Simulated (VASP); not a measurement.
A run of VASP 6.6.1 is set up as follows.

The input INCAR:

```
ALGO = Normal
EDIFF = 1E-7
ENCUT = 520
GGA = PE
ISIF = 2
ISMEAR = 0
LASPH = True
LCHARG = False
LREAL = False
LWAVE = False
NBANDS = 15
NELM = 80
PREC = Accurate
SIGMA = 0.1
```

File KPOINTS:

```
k-points
0
Gamma
  12 12 12
```

The input POSCAR:

```
Al2Pt
1.0
    0.0000000000      2.9550000000      2.9550000000
    2.9550000000      0.0000000000      2.9550000000
    2.9550000000      2.9550000000      0.0000000000
Al Pt
2 1
Direct
    0.2500000000      0.2500000000      0.2500000000
    0.7500000000      0.7500000000      0.7500000000
    0.0000000000      0.0000000000      0.0000000000
```

Potentials or basis: VASP PAW PBE potentials, release 64 (Al, Pt).

The run is started by

```console
$ cat potpaw_PBE.64/Al/POTCAR potpaw_PBE.64/Pt/POTCAR > POTCAR
$ mpirun -np 1 vasp_std > vasp.out
```

Q: Predict the band gap on the k mesh.

A: Zero (band 8 reaches 11.72 eV, above the bottom of band 9 at 6.30 eV).

Q: Estimate the pressure.

A: 2.3 GPa.

Caveat: spin-orbit coupling is left out, which moves the levels of the heavy elements.
